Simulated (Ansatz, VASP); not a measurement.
**TaN in VASP and in Ansatz**

```xyz
4
Lattice="2.8892 0.0000 0.0000 -1.4446 2.5021 0.0000 0.0000 0.0000 5.8600" Properties=species:S:1:pos:R:3 pbc="T T T"
Ta   -0.1420   -0.0473    0.0000
Ta    0.1420    0.0473    2.9300
N     0.0000    1.6681    1.4650
N     1.4446    0.8340    4.3950
```

Change from the starting cell: mode 4 frozen in at -0.142 Å and mode 5 at -0.047 Å (largest displacements).

Alike in both runs: task single point; functional PBEsol; k mesh 15 × 15 × 8; occupations gaussian, width 0.15 eV; no spin polarisation.

|  | VASP | Ansatz |
| --- | --- | --- |
| version | VASP 6.6.1 | Ansatz 0.2.0 |
| potentials or method | VASP PAW PBE potentials, release 64 (Ta_pv, N), cutoff 520 eV | scalar-relativistic, plane waves, PAW |
| valence electrons in the cell | 32 | 36 |

```tsv
	VASP	Ansatz	Ansatz less VASP
gap on the k mesh at the Fermi level (eV)	none	none	-
pressure (GPa)	4.7	3.7	-1.04
traceless stress, the component that is largest in VASP (GPa)	2.18	2.04	-0.142
rms of the force components (eV/Å)	0.865	0.859	-0.0060
```

VASP's potentials were made for PBE, not for PBEsol, and Ansatz warns of the same on its side. Atom by atom the forces differ by 0.006 eV/Å (rms over components). A gap of «none» marks a metal or a gap that the smearing closes. VASP's potentials hold 32 valence electrons a cell and Ansatz's 36, so a difference there can come from the potentials and not from the codes.

Neither program's run includes spin-orbit coupling.
